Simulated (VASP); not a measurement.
Write the native input for VASP 6.6.1 that does the following.

```yaml
Task: single point
Functional: PBE
Dispersion: D3(BJ)
Potentials_or_basis: VASP PAW PBE potentials, release 64 (Se, W_sv)
Cutoff: 520 eV
k_mesh: 9 × 9 × 1
Occupations: gaussian, width 0.05 eV
Spin: no spin polarisation
Dipole_correction: yes
Further_INCAR_settings: ALGO = Normal; EDIFF = 1e-06; NBANDS = 35
```

The structure of WSe2 lies in POSCAR:

```
WSe2
1.0
    3.2854926884      0.0000000000      0.0000000000
   -1.6427463442      2.8453201321      0.0000000000
    0.0000000000      0.0000000000     24.2386466672
Se W
4 2
Direct
    0.3333333333      0.6666666667      0.1856539295
    0.3333333333      0.6666666667      0.3246601777
    0.3333333333      1.1666666667      0.4612189569
    0.3333333333      1.1666666667      0.6002252051
    0.6666666667      0.3333333333      0.2551570536
    0.6666666667      0.8333333333      0.5307220810
```

This cell differs from its parent crystal: layers slid over each other.

These files were run (other wordings do the same):

INCAR

```
SYSTEM = WSe2
PREC = Accurate ; ENCUT = 520
EDIFF = 1E-6 ; ISMEAR = 0
SIGMA = 0.05 ; LREAL = .FALSE.
LASPH = .TRUE. ; NELM = 80
ALGO = Normal ; ISIF = 2
LWAVE = .FALSE. ; LCHARG = .FALSE.
LDIPOL = .TRUE. ; IDIPOL = 3
DIPOL = 0.5 0.5 0.393 ; GGA = PE
IVDW = 12 ; NBANDS = 35
```

KPOINTS

```
Automatic mesh
0
G
  9 9 1
  0 0 0
```

Potentials or basis: VASP PAW PBE potentials, release 64 (Se, W_sv).

Run with:

```console
$ cat potpaw_PBE.64/Se/POTCAR potpaw_PBE.64/W_sv/POTCAR > POTCAR
$ mpirun -np 1 vasp_std > vasp.out
```

Results of the run:

| Property | Result |
| --- | --- |
| Largest force | 0.070 eV/Å |
| Band gap on the k mesh | 1.53 eV (least direct gap 1.66 eV) |
| Dispersion energy per atom | -0.393 eV |

Caveat: the cell differs from its parent crystal (layers slid over each other); spin-orbit coupling is left out, which moves the levels of the heavy elements.

It took 2.2 min on 1 thread of Intel(R) Xeon(R) 6975P-C (Granite Rapids) (shared host), peak memory 0.39 GiB.
